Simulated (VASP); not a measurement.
# AlN (wurtzite) (P6_3mc) in VASP: notebook, part 2 of 2

VASP 6.6.1. Earlier steps stand in the parts before.

### Step 3. Single point, PBE

This run uses another cell than the first one, of 10.64 Å³/atom, 1.010 times its volume.

The input, INCAR:

```
SYSTEM = AlN
  PREC = Accurate
  ENCUT = 520
  EDIFF = 1E-6
  ISMEAR = 0
  SIGMA = 0.01
  LREAL = .False.
  LASPH = .True.
  NELM = 100
  ALGO = Normal
  ISIF = 2
  LWAVE = .False.
  LCHARG = .False.
  GGA = PE
  NBANDS = 16
```

The input, KPOINTS:

```
regular mesh
0
Gamma
  8 8 5
  0 0 0
```

The input, POSCAR:

```
AlN
1.0
    3.1302760613      0.0000000000      0.0000000000
   -1.5651380307      2.7108985900      0.0000000000
    0.0000000000      0.0000000000      5.0177359194
Al N
2 2
Direct
    0.3333333333      0.6666666667      0.0002298648
    0.6666666667      0.3333333333      0.5002298648
    0.3333333333      0.6666666667      0.3817701352
    0.6666666667      0.3333333333      0.8817701352
```

Potentials or basis: VASP PAW PBE potentials, release 64 (Al, N).

Launch:

```sh
$ cat potpaw_PBE.64/Al/POTCAR potpaw_PBE.64/N/POTCAR > POTCAR
$ mpirun -np 1 vasp_std > vasp.out
```

OUTCAR:

```text
SYSTEM = AlN
   PREC = Accurate
   ENCUT = 520
   EDIFF = 1E-6
   ISMEAR = 0
   LREAL = .False.
   LASPH = .True.
   NELM = 100
   ISIF = 2
   GGA = PE

 ion  position               nearest neighbor table
   1  0.333  0.667  0.000-   4 1.90   4 1.90   4 1.90   3 1.91   2 3.09   2 3.09   2 3.09   2 3.09
                             2 3.09   2 3.09
   2  0.667  0.333  0.500-   3 1.90   3 1.90   3 1.90   4 1.91   1 3.09   1 3.09   1 3.09   1 3.09
                             1 3.09   1 3.09
   3  0.333  0.667  0.382-   2 1.90   2 1.90   2 1.90   1 1.91
   4  0.667  0.333  0.882-   1 1.90   1 1.90   1 1.90   2 1.91

  LATTYP: Found a hexagonal cell.
 ALAT       =     3.1302760613
 C/A-ratio  =     1.6029691379

  Lattice vectors:

 A1 = (   3.1302760613,   0.0000000000,   0.0000000000)
 A2 = (  -1.5651380307,   2.7108985900,   0.0000000000)
 A3 = (   0.0000000000,   0.0000000000,   5.0177359194)

Analysis of symmetry for initial positions (statically):
=====================================================================
 Subroutine PRICEL returns:
 Original cell was already a primitive cell.

 Routine SETGRP: Setting up the symmetry group for a
 hexagonal supercell.

 Subroutine GETGRP returns: Found 12 space group operations
 (whereof  6 operations were pure point group operations)
 out of a pool of 24 trial point group operations.

The static configuration has the point symmetry C_3v.
 The point group associated with its full space group is C_6v.

Analysis of symmetry for dynamics (positions and initial velocities):
=====================================================================
 Subroutine PRICEL returns:
 Original cell was already a primitive cell.

 Routine SETGRP: Setting up the symmetry group for a
 hexagonal supercell.

 Subroutine GETGRP returns: Found 12 space group operations
 (whereof  6 operations were pure point group operations)
 out of a pool of 24 trial point group operations.

The dynamic configuration has the point symmetry C_3v.
 The point group associated with its full space group is C_6v.

 Subroutine INISYM returns: Found 12 space group operations
 (whereof  6 operations are pure point group operations),
 and found     1 'primitive' translations

----------------------------------------------------------------------------------------

                                     Primitive cell

  volume of cell :      42.5798

  direct lattice vectors                    reciprocal lattice vectors
     3.130276061  0.000000000  0.000000000     0.319460642  0.184440688  0.000000000
    -1.565138031  2.710898590  0.000000000     0.000000000  0.368881375  0.000000000
     0.000000000  0.000000000  5.017735919     0.000000000  0.000000000  0.199293071

  length of vectors
     3.130276061  3.130276061  5.017735919     0.368881375  0.368881375  0.199293071

  position of ions in fractional coordinates (direct lattice)
     0.333333333  0.666666667  0.000229865
     0.666666667  0.333333333  0.500229865
     0.333333333  0.666666667  0.381770135
     0.666666667  0.333333333  0.881770135

  ion indices of the primitive-cell ions
   primitive index   ion index
                 1           1
                 2           2
                 3           3
                 4           4

----------------------------------------------------------------------------------------

[... 23 lines left out ...]

 Following reciprocal coordinates:
            Coordinates               Weight
  0.000000  0.000000  0.000000      1.000000
  0.125000  0.000000  0.000000      6.000000
  0.250000  0.000000  0.000000      6.000000
  0.375000  0.000000  0.000000      6.000000
  0.500000  0.000000  0.000000      3.000000
  0.125000  0.125000  0.000000      6.000000
[... 16 lines left out ...]
  0.250000  0.000000  0.400000     12.000000
  0.375000  0.000000  0.400000     12.000000
 [... further k-points ...]
   k-points           NKPTS =     30   k-points in BZ     NKDIM =     30   number of bands    NBANDS=     16
   number of dos      NEDOS =    301   number of ions     NIONS =      4
   total plane-waves  NPLWV =  23040
   dimension x,y,z NGX =    24 NGY =   24 NGZ =   40
   dimension x,y,z NGXF=    48 NGYF=   48 NGZF=   80
   ions per type =               2   2
   NGX,Y,Z   is equivalent  to a cutoff of  12.75, 12.75, 13.25 a.u.
   NGXF,Y,Z  is equivalent  to a cutoff of  25.49, 25.49, 26.51 a.u.
 SYSTEM =  AlN
   PREC   = accura    normal or accurate (medium, high low for compatibility)
   ISTART =      0    job   : 0-new  1-cont  2-samecut
   ICHARG =      2    charge: 1-file 2-atom 10-const
   ISPIN  =      1    spin polarized calculation?
   LNONCOLLINEAR =      F non collinear calculations
   LSORBIT =      F    spin-orbit coupling
   LASPH  =      T    aspherical Exc in radial PAW
   ENCUT  =  520.0 eV  38.22 Ry    6.18 a.u.   5.82  5.82  9.33*2*pi/ulx,y,z
   NELM   =    100;   NELMIN=  2; NELMDL= -5     # of ELM steps
   EDIFF  = 0.1E-05   stopping-criterion for ELM
   LREAL  =      F    real-space projection
   EDIFFG = 0.1E-04   stopping-criterion for IOM
   NSW    =      0    number of steps for IOM
   IBRION =     -1    ionic relax: 0-MD 1-quasi-New 2-CG
   NFREE  =      0    steps in history (QN), initial steepest desc. (CG)
   ISIF   =      2    stress and relaxation
   ISYM   =      2    0-nonsym 1-usesym 2-fastsym
   POTIM  = 0.5000    time-step for ionic-motion
   TEBEG  =    0.0;   TEEND  =   0.0 temperature during run
   PSTRESS=    0.0 pullay stress
   NELECT =      16.0000    total number of electrons
   NUPDOWN=      -1.0000    fix difference up-down
   EMIN   =  10.00;   EMAX   =-10.00  energy-range for DOS
   EFERMI =   0.00;   METHOD = LEGACY
   ISMEAR =     0;   SIGMA  =   0.01  broadening in eV -4-tet -1-fermi 0-gaus
   EFERMI_NEDOS =   21; number of points for ismear=-14 and -15
   IALGO  =     38    algorithm
   IMIX   =      4    mixing-type and parameters
     AMIX     =   0.40;   BMIX     =  1.00
     AMIX_MAG =   1.60;   BMIX_MAG =  1.00
  volume/ion in A,a.u.               =      10.64        71.84
  Fermi-wavevector in a.u.,A,eV,Ry     =   1.181355  2.232436 18.988271  1.395599
  Thomas-Fermi vector in A             =   2.317630
   LORBIT       =      0    0 simple, 1 ext, 2 COOP (PROOUT), +10 PAW based schemes
   GGA     = PE    functional components
   LHFCALC =     F    Hartree Fock is set to
   AEXX    =    0.0000 exact exchange contribution
   IVDW    =     0    specifies the selected vdW correction
   LEPSILON=     F    determine dielectric tensor
   LRPA    =     F    only Hartree local field effects (RPA)
 non-spin polarized calculation
 Gauss-broadening in eV      SIGMA  =   0.01
  energy-cutoff  :      520.00
  volume of cell :       42.58
 maximum number of plane-waves:      1160
 NGX is ok and might be reduce to    24
   NGX = 11   NGY = 11   NGZ = 19

 number of electron      15.9999998 magnetization

 Free energy of the ion-electron system (eV)
  ---------------------------------------------------
  ext. energy  EPLUGINS =         0.00000000
  ---------------------------------------------------
  free energy    TOTEN  =       -29.78042882 eV

  energy without entropy =      -29.78042882  energy(sigma->0) =      -29.78042882

 E-fermi :   6.0074     XC(G=0): -10.8270

 val. band max:        5.9647106130   @ k =   0.0000   0.0000   0.0000
 cond. band min:      10.0079830052   @ k =   0.0000   0.0000   0.0000
 fundamental gap:      4.0432723921
 Fermi energy:         6.0074448926

 k-point     1 :       0.0000    0.0000    0.0000
  band No.  band energies     occupation
      1      -9.1031      2.00000
      2      -7.0200      2.00000
      3       0.0592      2.00000
      4       5.1189      2.00000
      5       5.1189      2.00000
      6       5.7617      2.00000
[... 433 lines left out ...]
      3       0.7925      2.00000
      4       1.1800      2.00000
      5       3.9640      2.00000
      6       4.4459      2.00000
[... 8 lines left out ...]
     15      18.4408      0.00000
     16      19.5964      0.00000

 [... further k-points ...]
[... 5 lines left out ...]
  --------------------------------------------------------------------------------------
  -------------------------------------------------------------------------------------
  Total       -0.0739743     -0.0739743     -0.0512153      0.0000000     -0.0000000      0.0000000
  in kB       -2.7834773     -2.7834773     -1.9271088      0.0000000     -0.0000000      0.0000000
  external PRESSURE =      -2.4980211 kB  Pullay stress =       0.0000000 kB

 VOLUME and BASIS-vectors are now :
 -----------------------------------------------------------------------------
  energy-cutoff  :      520.00
  volume of cell :       42.58
      direct lattice vectors                 reciprocal lattice vectors
     3.130276061  0.000000000  0.000000000     0.319460642  0.184440688  0.000000000
    -1.565138031  2.710898590  0.000000000     0.000000000  0.368881375  0.000000000
     0.000000000  0.000000000  5.017735919     0.000000000  0.000000000  0.199293071

 POSITION                                       TOTAL-FORCE (eV/Angst)
 -----------------------------------------------------------------------------------
     -0.00000      1.80727      0.00115        -0.000000      0.000000     -0.000187
      1.56514      0.90363      2.51002        -0.000000     -0.000000     -0.000187
     -0.00000      1.80727      1.91562         0.000000     -0.000000      0.000187
      1.56514      0.90363      4.42449        -0.000000      0.000000      0.000187
 -----------------------------------------------------------------------------------
    total drift:                               -0.000000      0.000000      0.000586

  FREE ENERGIE OF THE ION-ELECTRON SYSTEM (eV)
  ---------------------------------------------------
  free  energy   TOTEN  =       -29.7804288224 eV

  energy  without entropy=      -29.7804288224  energy(sigma->0) =      -29.78042882
```

OSZICAR:

```text
N       E                     dE             d eps       ncg     rms          rms(c)
DAV:   1     0.422394244265E+02    0.42239E+02   -0.72937E+03   960   0.898E+02
DAV:   2    -0.308115487104E+02   -0.73051E+02   -0.67440E+02  1392   0.184E+02
DAV:   3    -0.344342773879E+02   -0.36227E+01   -0.36124E+01  1184   0.423E+01
DAV:   4    -0.344565528911E+02   -0.22276E-01   -0.22274E-01  1224   0.384E+00
DAV:   5    -0.344568461689E+02   -0.29328E-03   -0.29328E-03  1232   0.439E-01    0.121E+01
DAV:   6    -0.297654753882E+02    0.46914E+01   -0.10680E+01  1136   0.236E+01    0.411E+00
DAV:   7    -0.297921853998E+02   -0.26710E-01   -0.65682E-01  1048   0.570E+00    0.292E+00
DAV:   8    -0.297850833723E+02    0.71020E-02   -0.61914E-02  1056   0.230E+00    0.624E-01
DAV:   9    -0.297798739156E+02    0.52095E-02   -0.12310E-02  1304   0.819E-01    0.252E-01
DAV:  10    -0.297805101472E+02   -0.63623E-03   -0.23411E-03  1080   0.304E-01    0.136E-01
DAV:  11    -0.297804257982E+02    0.84349E-04   -0.17799E-04  1112   0.102E-01    0.342E-02
DAV:  12    -0.297804289889E+02   -0.31907E-05   -0.12016E-05  1096   0.277E-02    0.709E-03
DAV:  13    -0.297804288224E+02    0.16649E-06   -0.43815E-06  1136   0.160E-02
   1 F= -.29780429E+02 E0= -.29780429E+02  d E =-.206590E-12
```

stdout:

```text
POSCAR found type information on POSCAR AlN
 POSCAR found :  2 types and       4 ions
 scaLAPACK will be used
 LDA part: xc-table for (Slater+PW92), standard interpolation
 POSCAR, INCAR and KPOINTS ok, starting setup
 FFT: planning ... GRIDC
 FFT: planning ... GRID_SOFT
 FFT: planning ... GRID
 WAVECAR not read
 entering main loop
```

Run time: 11 s. Hardware: 1 thread of Intel Xeon Platinum 8488C (Sapphire Rapids), shared host; peak memory 0.16 GiB.

What came out:

```yaml
Free_energy: -29.7804 eV
Pressure: -0.2 GPa
Band_gap_on_the_k_mesh: 4.04 eV, direct
```

### Step 4. Single point, PBE

This run uses another cell than the first one, of 10.70 Å³/atom, 1.015 times its volume.

The input, INCAR:

```
SYSTEM = AlN
ALGO = Normal
EDIFF = 1E-6
ENCUT = 520
GGA = PE
ISIF = 2
ISMEAR = 0
LASPH = .True.
LCHARG = .False.
LREAL = .False.
LWAVE = .False.
NBANDS = 16
NELM = 60
PREC = Accurate
SIGMA = 0.01
```

The input, KPOINTS:

```
k-points
0
Gamma
  8 8 5
  0 0 0
```

The input, POSCAR:

```
AlN
1.0
    3.1302760613      0.0000000000      0.0000000000
   -1.5651380307      2.7108985900      0.0000000000
    0.0000000000      0.0000000000      5.0428245990
Al N
2 2
Direct
    0.3333333333      0.6666666667      0.0006758439
    0.6666666667      0.3333333333      0.5006758439
    0.3333333333      0.6666666667      0.3813241561
    0.6666666667      0.3333333333      0.8813241561
```

Potentials or basis: VASP PAW PBE potentials, release 64 (Al, N).

Launch:

```sh
$ cat potpaw_PBE.64/Al/POTCAR potpaw_PBE.64/N/POTCAR > POTCAR
$ mpirun -np 1 vasp_std > vasp.out
```

OUTCAR:

```text
SYSTEM = AlN
   EDIFF = 1E-6
   ENCUT = 520
   GGA = PE
   ISIF = 2
   ISMEAR = 0
   LASPH = .True.
   LREAL = .False.
   NELM = 60
   PREC = Accurate

 ion  position               nearest neighbor table
   1  0.333  0.667  0.001-   4 1.90   4 1.90   4 1.90   3 1.92   2 3.10   2 3.10   2 3.10   2 3.10
                             2 3.10   2 3.10
   2  0.667  0.333  0.501-   3 1.90   3 1.90   3 1.90   4 1.92   1 3.10   1 3.10   1 3.10   1 3.10
                             1 3.10   1 3.10
   3  0.333  0.667  0.381-   2 1.90   2 1.90   2 1.90   1 1.92
[... 655 lines left out ...]

 [... further k-points ...]
[... 5 lines left out ...]
  --------------------------------------------------------------------------------------
  -------------------------------------------------------------------------------------
  Total       -0.1993599     -0.1993599     -0.5252321      0.0000000      0.0000000      0.0000000
  in kB       -7.4641214     -7.4641214    -19.6649150      0.0000000      0.0000000      0.0000000
  external PRESSURE =     -11.5310526 kB  Pullay stress =       0.0000000 kB

 VOLUME and BASIS-vectors are now :
 -----------------------------------------------------------------------------
  energy-cutoff  :      520.00
  volume of cell :       42.79
      direct lattice vectors                 reciprocal lattice vectors
     3.130276061  0.000000000  0.000000000     0.319460642  0.184440688  0.000000000
    -1.565138031  2.710898590  0.000000000     0.000000000  0.368881375  0.000000000
     0.000000000  0.000000000  5.042824599     0.000000000  0.000000000  0.198301563

 POSITION                                       TOTAL-FORCE (eV/Angst)
 -----------------------------------------------------------------------------------
     -0.00000      1.80727      0.00341        -0.000000     -0.000000      0.000247
      1.56514      0.90363      2.52482         0.000000      0.000000      0.000247
     -0.00000      1.80727      1.92295         0.000000      0.000000     -0.000247
      1.56514      0.90363      4.44436        -0.000000      0.000000     -0.000247
 -----------------------------------------------------------------------------------
    total drift:                               -0.000000      0.000000      0.000507

  FREE ENERGIE OF THE ION-ELECTRON SYSTEM (eV)
  ---------------------------------------------------
  free  energy   TOTEN  =       -29.7790724191 eV

  energy  without entropy=      -29.7790724191  energy(sigma->0) =      -29.77907242
```

Run time: 11 s. Hardware: 1 thread of Intel Xeon Platinum 8488C (Sapphire Rapids), shared host; peak memory 0.15 GiB.

What came out:

```
Free energy            : -29.7791 eV
Pressure               : -1.2 GPa
Band gap on the k mesh : 4.02 eV, direct
```

Stress tensor (GPa, compression positive):
```
-0.75  0.00  0.00
 0.00 -0.75  0.00
 0.00  0.00 -1.97
```

A hybrid or GW would open this gap; PBE tends to underestimate it.

### Step 5. Single point, PBE

This run uses another cell than the first one, of 10.59 Å³/atom, 1.005 times its volume.

The input, INCAR:

```
PREC = Accurate
ENCUT = 520
EDIFF = 1E-6
ISMEAR = 0
SIGMA = 0.01
LREAL = F
LASPH = T
NELM = 60
ALGO = Normal
ISIF = 2
LWAVE = F
LCHARG = T
GGA = PE
LELF = T
LVHAR = T
NBANDS = 16
```

The input, KPOINTS:

```
regular mesh
0
Gamma
  8 8 5
```

The input, POSCAR:

```
AlN
1.0
    3.1302760613      0.0000000000      0.0000000000
   -1.5651380307      2.7108985900      0.0000000000
    0.0000000000      0.0000000000      4.9926472398
Al N
2 2
Direct
    0.3333333333      0.6666666667     -0.0002493564
    0.6666666667      0.3333333333      0.4997506436
    0.3333333333      0.6666666667      0.3822493564
    0.6666666667      0.3333333333      0.8822493564
```

Launch:

```sh
$ cat potpaw_PBE.64/Al/POTCAR potpaw_PBE.64/N/POTCAR > POTCAR
$ mpirun -np 1 vasp_std > vasp.out
```

It took 13 s on 1 thread of Intel Xeon Platinum 8488C (Sapphire Rapids), shared host; peak memory 0.15 GiB.

The run converged. Its results:

* Free energy: -29.7794 eV
* Pressure: 0.7 GPa
* Band gap on the k mesh: 4.06 eV, direct

Stress tensor (GPa, compression positive):
```
0.22 0.00 0.00
0.00 0.22 0.00
0.00 0.00 1.58
```

Levels at points of the mesh, in eV from the valence-band top:
| k point | band 4 | band 5 | band 6 | band 7 | band 8 | band 9 | band 10 | band 11 | band 12 | band 13 |
| --- | --- | --- | --- | --- | --- | --- | --- | --- | --- | --- |
| (0.00, 0.00, 0.00) | -0.90 | -0.90 | -0.25 | -0.25 | 0.00 | 4.06 | 6.48 | 10.50 | 10.98 | 10.98 |
| (0.50, 0.00, 0.00) | -4.15 | -3.33 | -2.12 | -1.77 | -0.72 | 5.72 | 5.78 | 8.03 | 10.15 | 10.79 |

### Step 6. Overview

```csv
cell,gap on the mesh (eV),pressure (GPa)
"a = 3.115, b = 3.115, c = 5.018 Å, angles 90.0, 90.0, 120.0°, 4 atoms",4.15,1.8
"a = 3.130, b = 3.130, c = 5.018 Å, angles 90.0, 90.0, 120.0°, 4 atoms",4.04,-0.2
"a = 3.130, b = 3.130, c = 5.043 Å, angles 90.0, 90.0, 120.0°, 4 atoms",4.02,-1.2
"a = 3.130, b = 3.130, c = 4.993 Å, angles 90.0, 90.0, 120.0°, 4 atoms",4.06,0.7
```

Alike in all rows: task single point; level PBE; potentials or basis VASP PAW PBE potentials, release 64 (Al, N); no spin polarisation; k mesh 8 × 8 × 5; cutoff (eV) 520; smearing gaussian 0.01 eV.

Absolute energies hang on the potentials; compare differences alone.
